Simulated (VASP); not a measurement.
A run of VASP 6.6.1:

The input INCAR:

```
SYSTEM = HfN
PREC = Accurate
ENCUT = 520
EDIFF = 1E-6
ISMEAR = -1
SIGMA = 0.1
LREAL = .False.
LASPH = .True.
NELM = 100
ALGO = Normal
ISIF = 2
LWAVE = .False.
LCHARG = .False.
GGA = PS
NBANDS = 14
```

The input KPOINTS:

```
regular mesh
0
Gamma
  12 12 12
  0 0 0
```

File POSCAR:

```
HfN
1.0
    0.0000000000      2.4548220000      2.4548220000
    2.4548220000      0.0000000000      2.4548220000
    2.4548220000      2.4548220000      0.0000000000
Hf N
1 1
Direct
    0.0000000000      0.0000000000      0.0000000000
    0.7500000000      0.7500000000      0.7500000000
```

Potentials or basis: VASP PAW PBE potentials, release 64 (Hf_pv, N).

Launch:

```console
$ cat potpaw_PBE.64/Hf_pv/POTCAR potpaw_PBE.64/N/POTCAR > POTCAR
$ mpirun -np 1 vasp_std > vasp.out
```

Hardware: 1 thread of Intel(R) Xeon(R) Platinum 8375C CPU @ 2.90GHz (Ice Lake), on a shared host.

Question: Estimate the wall time of this run.

Answer: It took 24 s on 1 thread of Intel(R) Xeon(R) Platinum 8375C CPU @ 2.90GHz (Ice Lake), on a shared host, peak memory 0.18 GiB. Counts: scf iterations 13, k points 72.
